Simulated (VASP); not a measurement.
# S (C2) in VASP: single point with PBE

Aim: the single point of S with PBE.

Program: VASP 6.6.1. These are calculated values, not measurements. Logs are shortened: lines on timing, memory, paths and dates and some standing lists are left out, and cuts for length are marked.

## Step 1: The cell of the first run

Symmetry: C2, No. 5, monoclinic system. Conventional cell: a = 7.985 Å, b = 7.664 Å, c = 2.877 Å, α = 90.00°, β = 90.11°, γ = 90.00°. S (site symmetry 1) has 1 S at 2.01 Å within 2.7 Å. S (site symmetry 2) has 1 S at 1.72 Å within 2.3 Å. S (site symmetry 2) has 1 S at 1.72 Å within 2.3 Å.

## Step 2: Single point, PBE (strained and its atoms moved)

File INCAR:

```
PREC = Accurate
ENCUT = 520
EDIFF = 1E-6
ISMEAR = 0
SIGMA = 0.1
LREAL = F
LASPH = T
NELM = 100
ALGO = Normal
ISIF = 2
LWAVE = F
LCHARG = F
GGA = PE
NBANDS = 20
```

File KPOINTS:

```
Automatic mesh
0
Gamma
  8 8 12
```

File POSCAR:

```
S
1.0
    5.5325820519      0.1135610758      0.0038042960
    0.1135610758      5.5325820519      0.0038042960
    0.0019762424      0.0019762424      2.8771140290
S
4
Direct
    0.8729291567      0.8756326671      0.5067106279
    0.1243673329      0.1270708433      0.4932893721
    0.3890940261      0.6109059739      0.0000000000
    0.6136094843      0.3863905157      0.0000000000
```

Potentials or basis: VASP PAW PBE potentials, release 64 (S).

Run with:

```
> cat potpaw_PBE.64/S/POTCAR > POTCAR
> mpirun -np 1 vasp_std > vasp.out
```

OUTCAR:

```text
PREC = Accurate
   ENCUT = 520
   EDIFF = 1E-6
   ISMEAR = 0
   LREAL = F
   LASPH = T
   NELM = 100
   ISIF = 2
   GGA = PE

 ion  position               nearest neighbor table
   1  0.873  0.876  0.507-   2 2.01
   2  0.124  0.127  0.493-   1 2.01
   3  0.389  0.611  0.000-   4 1.72
   4  0.614  0.386  0.000-   3 1.72

  LATTYP: Found a base centered monoclinic cell.
 ALAT       =     7.9848558113
 B/A-ratio  =     0.9597734938
 C/A-ratio  =     0.3603215204
 COS(beta)  =    -0.0019242766

  Lattice vectors:

 A1 = (  -5.5325820519,  -0.1135610758,  -0.0038042960)
 A2 = (  -0.1135610758,  -5.5325820519,  -0.0038042960)
 A3 = (   0.0019762424,   0.0019762424,   2.8771140290)

Analysis of symmetry for initial positions (statically):
=====================================================================
 Subroutine PRICEL returns:
 Original cell was already a primitive cell.

 Routine SETGRP: Setting up the symmetry group for a
 base centered monoclinic supercell.

 Subroutine GETGRP returns: Found  2 space group operations
 (whereof  2 operations were pure point group operations)
 out of a pool of  4 trial point group operations.

The static configuration has the point symmetry C_2 .

Analysis of symmetry for dynamics (positions and initial velocities):
=====================================================================
 Subroutine PRICEL returns:
 Original cell was already a primitive cell.

 Routine SETGRP: Setting up the symmetry group for a
 base centered monoclinic supercell.

 Subroutine GETGRP returns: Found  2 space group operations
 (whereof  2 operations were pure point group operations)
 out of a pool of  4 trial point group operations.

The dynamic configuration has the point symmetry C_2 .

 Subroutine INISYM returns: Found  2 space group operations
 (whereof  2 operations are pure point group operations),
 and found     1 'primitive' translations

----------------------------------------------------------------------------------------

                                     Primitive cell

  volume of cell :      88.0297

  direct lattice vectors                    reciprocal lattice vectors
     5.532582052  0.113561076  0.003804296     0.180823697 -0.003711481 -0.000121655
     0.113561076  5.532582052  0.003804296    -0.003711481  0.180823697 -0.000121655
     0.001976242  0.001976242  2.877114029    -0.000234189 -0.000234189  0.347570835

  length of vectors
     5.533748707  5.533748707  2.877115386     0.180861824  0.180861824  0.347570993

  position of ions in fractional coordinates (direct lattice)
     0.872929157  0.875632667  0.506710628
     0.124367333  0.127070843  0.493289372
     0.389094026  0.610905974  0.000000000
     0.613609484  0.386390516  0.000000000

  ion indices of the primitive-cell ions
   primitive index   ion index
                 1           1
                 2           2
                 3           3
                 4           4

----------------------------------------------------------------------------------------

 KPOINTS: Automatic mesh

Automatic generation of k-mesh.
 Grid dimensions read from file:
 generate k-points for:    8    8   12

 Generating k-lattice:

  Cartesian coordinates                     Fractional coordinates (reciprocal lattice)
     0.022602962 -0.000463935 -0.000015207     0.125000000  0.000000000  0.000000000
    -0.000463935  0.022602962 -0.000015207     0.000000000  0.125000000  0.000000000
    -0.000019516 -0.000019516  0.028964236     0.000000000  0.000000000  0.083333333

  Length of vectors
     0.022607728  0.022607728  0.028964249

  Shift w.r.t. Gamma in fractional coordinates (k-lattice)
     0.000000000  0.000000000  0.000000000

 Subroutine IBZKPT returns following result:
 ===========================================

 Found    222 irreducible k-points:

 Following reciprocal coordinates:
            Coordinates               Weight
  0.000000  0.000000  0.000000      1.000000
  0.125000 -0.000000 -0.000000      4.000000
  0.250000 -0.000000 -0.000000      4.000000
  0.375000  0.000000 -0.000000      4.000000
  0.500000 -0.000000 -0.000000      2.000000
  0.125000  0.125000 -0.000000      2.000000
[... 16 lines left out ...]
  0.125000 -0.000000  0.083333      4.000000
  0.250000  0.000000  0.083333      4.000000
 [... further k-points ...]
   k-points           NKPTS =    222   k-points in BZ     NKDIM =    222   number of bands    NBANDS=     20
   number of dos      NEDOS =    301   number of ions     NIONS =      4
   total plane-waves  NPLWV =  42336
   dimension x,y,z NGX =    42 NGY =   42 NGZ =   24
   dimension x,y,z NGXF=    84 NGYF=   84 NGZF=   48
   ions per type =               4
   NGX,Y,Z   is equivalent  to a cutoff of  12.62, 12.62, 13.87 a.u.
   NGXF,Y,Z  is equivalent  to a cutoff of  25.24, 25.24, 27.74 a.u.
 SYSTEM =  unknown system
   PREC   = accura    normal or accurate (medium, high low for compatibility)
   ISTART =      0    job   : 0-new  1-cont  2-samecut
   ICHARG =      2    charge: 1-file 2-atom 10-const
   ISPIN  =      1    spin polarized calculation?
   LNONCOLLINEAR =      F non collinear calculations
   LSORBIT =      F    spin-orbit coupling
   LASPH  =      T    aspherical Exc in radial PAW
   ENCUT  =  520.0 eV  38.22 Ry    6.18 a.u.  10.29 10.29  5.35*2*pi/ulx,y,z
   NELM   =    100;   NELMIN=  2; NELMDL= -5     # of ELM steps
   EDIFF  = 0.1E-05   stopping-criterion for ELM
   LREAL  =      F    real-space projection
   EDIFFG = 0.1E-04   stopping-criterion for IOM
   NSW    =      0    number of steps for IOM
   IBRION =     -1    ionic relax: 0-MD 1-quasi-New 2-CG
   NFREE  =      0    steps in history (QN), initial steepest desc. (CG)
   ISIF   =      2    stress and relaxation
   ISYM   =      2    0-nonsym 1-usesym 2-fastsym
   POTIM  = 0.5000    time-step for ionic-motion
   TEBEG  =    0.0;   TEEND  =   0.0 temperature during run
   PSTRESS=    0.0 pullay stress
   NELECT =      24.0000    total number of electrons
   NUPDOWN=      -1.0000    fix difference up-down
   EMIN   =  10.00;   EMAX   =-10.00  energy-range for DOS
   EFERMI =   0.00;   METHOD = LEGACY
   ISMEAR =     0;   SIGMA  =   0.10  broadening in eV -4-tet -1-fermi 0-gaus
   EFERMI_NEDOS =   21; number of points for ismear=-14 and -15
   IALGO  =     38    algorithm
   IMIX   =      4    mixing-type and parameters
     AMIX     =   0.40;   BMIX     =  1.00
     AMIX_MAG =   1.60;   BMIX_MAG =  1.00
  volume/ion in A,a.u.               =      22.01       148.51
  Fermi-wavevector in a.u.,A,eV,Ry     =   1.061538  2.006016 15.331894  1.126862
  Thomas-Fermi vector in A             =   2.196957
   LORBIT       =      0    0 simple, 1 ext, 2 COOP (PROOUT), +10 PAW based schemes
   GGA     = PE    functional components
   LHFCALC =     F    Hartree Fock is set to
   AEXX    =    0.0000 exact exchange contribution
   IVDW    =     0    specifies the selected vdW correction
   LEPSILON=     F    determine dielectric tensor
   LRPA    =     F    only Hartree local field effects (RPA)
 non-spin polarized calculation
 Gauss-broadening in eV      SIGMA  =   0.10
  energy-cutoff  :      520.00
  volume of cell :       88.03
 maximum number of plane-waves:      2388
 NGX is ok and might be reduce to    42
   NGX = 21   NGY = 21   NGZ = 11

 number of electron      23.9999993 magnetization

 Free energy of the ion-electron system (eV)
  ---------------------------------------------------
  ext. energy  EPLUGINS =         0.00000000
  ---------------------------------------------------
  free energy    TOTEN  =       -14.34142055 eV

  energy without entropy =      -14.32096936  energy(sigma->0) =      -14.33119496

 E-fermi :   3.8499     XC(G=0):  -9.1742

 val. band max:        3.8491370646   @ k =   0.3750   0.3750   0.1667
 cond. band min:       3.8499115223   @ k =   0.5000   0.1250   0.3333
 fundamental gap:      0.0007744577
 Fermi energy:         3.8499050182

 k-point     1 :       0.0000    0.0000    0.0000
  band No.  band energies     occupation
      1     -14.1473      2.00000
      2     -11.6630      2.00000
      3      -7.2807      2.00000
      4      -7.0543      2.00000
      5      -1.9480      2.00000
      6      -1.5888      2.00000
[... 12 lines left out ...]
     19      11.6855      0.00000
     20      12.4680      0.00000

 k-point     2 :       0.1250   -0.0000   -0.0000
  band No.  band energies     occupation
      1     -14.1422      2.00000
      2     -11.6723      2.00000
      3      -7.2782      2.00000
      4      -7.0452      2.00000
      5      -2.1142      2.00000
      6      -1.8634      2.00000
[... 12 lines left out ...]
     19      11.8663      0.00000
     20      12.4198      0.00000

 k-point     3 :       0.2500   -0.0000   -0.0000
  band No.  band energies     occupation
      1     -14.1298      2.00000
      2     -11.6951      2.00000
      3      -7.2720      2.00000
      4      -7.0228      2.00000
      5      -2.4130      2.00000
      6      -2.1895      2.00000
[... 12 lines left out ...]
     19      12.2173      0.00000
     20      12.2900      0.00000

 k-point     4 :       0.3750    0.0000   -0.0000
  band No.  band energies     occupation
      1     -14.1172      2.00000
      2     -11.7180      2.00000
      3      -7.2654      2.00000
      4      -6.9995      2.00000
      5      -2.6281      2.00000
      6      -2.4325      2.00000
[... 12 lines left out ...]
     19      12.0383      0.00000
     20      12.1595      0.00000

 k-point     5 :       0.5000   -0.0000   -0.0000
  band No.  band energies     occupation
      1     -14.1119      2.00000
      2     -11.7276      2.00000
      3      -7.2625      2.00000
      4      -6.9896      2.00000
      5      -2.7021      2.00000
      6      -2.5237      2.00000
[... 12 lines left out ...]
     19      11.6270      0.00000
     20      12.0646      0.00000
[... 353 lines left out ...]
      6      -1.4949      2.00000
[... 12 lines left out ...]
     19      10.5057      0.00000
     20      11.5931      0.00000

 k-point    22 :       0.0000    0.0000    0.0833
  band No.  band energies     occupation
      1     -14.0851      2.00000
      2     -11.5951      2.00000
      3      -7.2007      2.00000
      4      -6.9745      2.00000
      5      -1.9207      2.00000
      6      -1.5253      2.00000
[... 12 lines left out ...]
     19      11.8226      0.00000
     20      12.8344      0.00000

 k-point    23 :       0.1250   -0.0000    0.0833
  band No.  band energies     occupation
      1     -14.0802      2.00000
      2     -11.6039      2.00000
      3      -7.1989      2.00000
      4      -6.9659      2.00000
      5      -2.0714      2.00000
      6      -1.7954      2.00000
[... 12 lines left out ...]
     19      11.9728      0.00000
     20      12.9441      0.00000

 k-point    24 :       0.2500    0.0000    0.0833
  band No.  band energies     occupation
      1     -14.0683      2.00000
      2     -11.6255      2.00000
      3      -7.1937      2.00000
      4      -6.9445      2.00000
      5      -2.3498      2.00000
      6      -2.1246      2.00000
[... 12 lines left out ...]
     19      12.2842      0.00000
     20      12.9306      0.00000

 [... further k-points ...]
[... 5 lines left out ...]
  --------------------------------------------------------------------------------------
  -------------------------------------------------------------------------------------
  Total        5.6608721      5.6608721      0.8054206     -7.9924918      0.1418988      0.1418988
  in kB      103.0301980    103.0301980     14.6589868   -145.4666361      2.5826162      2.5826163
  external PRESSURE =      73.5731276 kB  Pullay stress =       0.0000000 kB

 VOLUME and BASIS-vectors are now :
 -----------------------------------------------------------------------------
  energy-cutoff  :      520.00
  volume of cell :       88.03
      direct lattice vectors                 reciprocal lattice vectors
     5.532582052  0.113561076  0.003804296     0.180823697 -0.003711481 -0.000121655
     0.113561076  5.532582052  0.003804296    -0.003711481  0.180823697 -0.000121655
     0.001976242  0.001976242  2.877114029    -0.000234189 -0.000234189  0.347570835

 POSITION                                       TOTAL-FORCE (eV/Angst)
 -----------------------------------------------------------------------------------
      4.92999      4.94464      1.46452         1.158758      1.144016     -0.083510
      0.70348      0.71813      1.42021        -1.144016     -1.158758      0.083510
      2.22207      3.42407      0.00380        -5.261939      5.261939      0.000000
      3.43872      2.20742      0.00380         5.247198     -5.247198      0.000000
 -----------------------------------------------------------------------------------
    total drift:                               -0.000006      0.000006     -0.000000

  FREE ENERGIE OF THE ION-ELECTRON SYSTEM (eV)
  ---------------------------------------------------
  free  energy   TOTEN  =       -14.3414205532 eV

  energy  without entropy=      -14.3209693612  energy(sigma->0) =      -14.33119496
```

Run time: 5.8 min. Hardware: 1 thread of Intel Xeon Platinum 8259CL at 2.50GHz (Skylake/Cascade Lake), shared host; peak memory 0.37 GiB.

What came out:

| Item | Value |
| --- | --- |
| Free energy | -14.3414 eV |
| Pressure | 7.4 GPa |
| Largest force | 7.442 eV/Å |
| Band gap on the k mesh | zero (bands 12 and 13 overlap by 2.21 eV) |

Forces in eV/Å, atoms in the order of the input:
```
S    1.159  1.144 -0.084
S   -1.144 -1.159  0.084
S   -5.262  5.262  0.000
S    5.247 -5.247  0.000
```

Levels at points of the mesh, in eV from the Fermi level:
| k point | band 10 | band 11 | band 12 | band 13 | band 14 | band 15 |
| --- | --- | --- | --- | --- | --- | --- |
| (0.00, 0.00, 0.00) | -1.85 | 0.12 | 1.04 | 2.88 | 3.09 | 3.74 |
| (0.50, 0.00, 0.00) | -0.99 | -0.68 | 0.06 | 2.43 | 2.89 | 3.11 |
| (0.50, 0.50, 0.00) | -0.61 | -0.41 | 0.08 | 2.83 | 3.05 | 3.53 |
| (0.00, 0.00, 0.50) | -3.21 | -2.31 | -1.67 | -0.15 | 0.10 | 3.07 |
| (0.50, 0.00, 0.50) | -2.72 | -2.70 | -2.48 | 0.32 | 0.53 | 4.34 |
| (0.50, 0.50, 0.50) | -3.64 | -2.04 | -1.24 | 0.59 | 0.73 | 3.19 |

Caveat: the cell differs from its parent crystal (strained and its atoms moved); the stress differs along the axes, from 1 to 10 GPa; this functional lacks dispersion, which holds the molecules together, so the pressure and a relaxed volume are unreliable; forces of over 1 eV/Å act on the atoms, so gaps and moduli don't describe the material at rest.
